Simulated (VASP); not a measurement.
Here is a VASP 6.6.1 calculation.

Contents of INCAR:

```
ALGO = Normal
EDIFF = 1E-6
ENCUT = 520
GGA = PE
ISIF = 2
ISMEAR = 1
LASPH = True
LCHARG = True
LELF = True
LREAL = False
LVHAR = True
LWAVE = False
NBANDS = 31
NELM = 80
PREC = Accurate
SIGMA = 0.05
```

The input KPOINTS:

```
k-points
0
Gamma
  3 3 1
```

Contents of POSCAR:

```
LiGeN
1.0
    3.0124090000      0.0000000000      0.0000000000
   -1.5062045000      2.6088227206      0.0000000000
    0.0000000000      0.0000000000      9.4194590000
Li Ge N
2 2 2
Direct
    0.6666666667      0.3333333333      0.7433920000
    0.3333333333      0.6666666667      0.2433920000
    0.0000000000      0.0000000000      0.4980230000
    0.0000000000      0.0000000000      0.9980230000
    0.3333333333      0.6666666667      0.6032230000
    0.6666666667      0.3333333333      0.1032230000
```

Potentials or basis: VASP PAW PBE potentials, release 64 (Li_sv, Ge_d, N).

Launch:

```sh
$ cat potpaw_PBE.64/Li_sv/POTCAR potpaw_PBE.64/Ge_d/POTCAR potpaw_PBE.64/N/POTCAR > POTCAR
$ mpirun -np 1 vasp_std > vasp.out
```

**Question.** Predict the largest force.

**Answer.** 0.232 eV/Å.

**Question.** What does it give for the band gap on the k mesh?

**Answer.** 2.56 eV (least direct gap 2.61 eV).

Forces on the atoms (eV/Å):
```
Li   0.000  0.000 -0.232
Li   0.000  0.000 -0.232
Ge   0.000  0.000  0.196
Ge   0.000  0.000  0.196
N    0.000  0.000  0.036
N    0.000  0.000  0.036
```

Caveat: the k points lie up to 0.80 Å⁻¹ apart; an odd mesh through Γ misses points on the zone boundary, where band edges can lie.
